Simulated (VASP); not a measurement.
Write the native input for VASP 6.6.1 that does the following.

```
Task                   : single point
Functional             : PBE
Dispersion             : D3(BJ)
Potentials or basis    : VASP PAW PBE potentials, release 64 (Ir, Au)
Cutoff                 : 520 eV
k mesh                 : 6 × 6 × 1
Occupations            : gaussian, width 0.1 eV
Spin                   : no spin polarisation
Dipole correction      : yes
Further INCAR settings : LREAL = Auto; ALGO = Fast; EDIFF = 1e-07; NBANDS = 92
```

The structure of Ir16Au lies in POSCAR:

```
Ir16Au
1.0
    5.4313155574      0.0000000000      0.0000000000
   -2.7156577787      4.7036572487      0.0000000000
    0.0000000000      0.0000000000     25.6519758739
Ir Au
16 1
Direct
    0.3333333333      0.1666666667      0.3313584904
    0.3333333333      0.6666666667      0.3313584904
    0.8333333333      0.1666666667      0.3313584904
    0.8333333333      0.6666666667      0.3313584904
    0.6666666667      0.3333333333      0.4177972622
    0.6666666667      0.8333333333      0.4177972622
    0.1666666667      0.3333333333      0.4177972622
    0.1666666667      0.8333333333      0.4177972622
   -0.0001677246      0.5001677246      0.5031590199
   -0.0001677246     -0.0003354492      0.5031590199
    0.5003354492      0.5001677246      0.5031590199
    0.5000000000      0.0000000000      0.5047840022
    0.3355257061      0.6710514123      0.5887086647
    0.3355257061      0.1644742939      0.5887086647
    0.8333333333      0.6666666667      0.5885305359
    0.8289485877      0.1644742939      0.5887086647
    0.1666666667      0.3333333333      0.6739258706
```

These files were run (other wordings do the same):

INCAR

```
SYSTEM = Ir16Au
  ALGO = Fast
  DIPOL = 0.5 0.5 0.473
  EDIFF = 1E-7
  ENCUT = 520
  GGA = PE
  IDIPOL = 3
  ISIF = 2
  ISMEAR = 0
  IVDW = 12
  LASPH = .TRUE.
  LCHARG = .FALSE.
  LDIPOL = .TRUE.
  LREAL = Auto
  LWAVE = .FALSE.
  NBANDS = 92
  NELM = 60
  PREC = Accurate
  SIGMA = 0.1
```

KPOINTS

```
k-points
0
G
  6 6 1
  0 0 0
```

Potentials or basis: VASP PAW PBE potentials, release 64 (Ir, Au).

Launch:

```sh
$ cat potpaw_PBE.64/Ir/POTCAR potpaw_PBE.64/Au/POTCAR > POTCAR
$ mpirun -np 1 vasp_std > vasp.out
```

It gave:

* Largest force: 0.358 eV/Å
* Band gap on the k mesh: zero (an odd number of electrons rules out a gap without spin polarisation)
* Dispersion energy per atom: -0.545 eV

Caveat: spin-orbit coupling is left out, which moves the levels of the heavy elements.

Run time: 40 min on 1 thread of Oxide Virtual Turin-like Processor (shared host), peak memory 0.77 GiB.
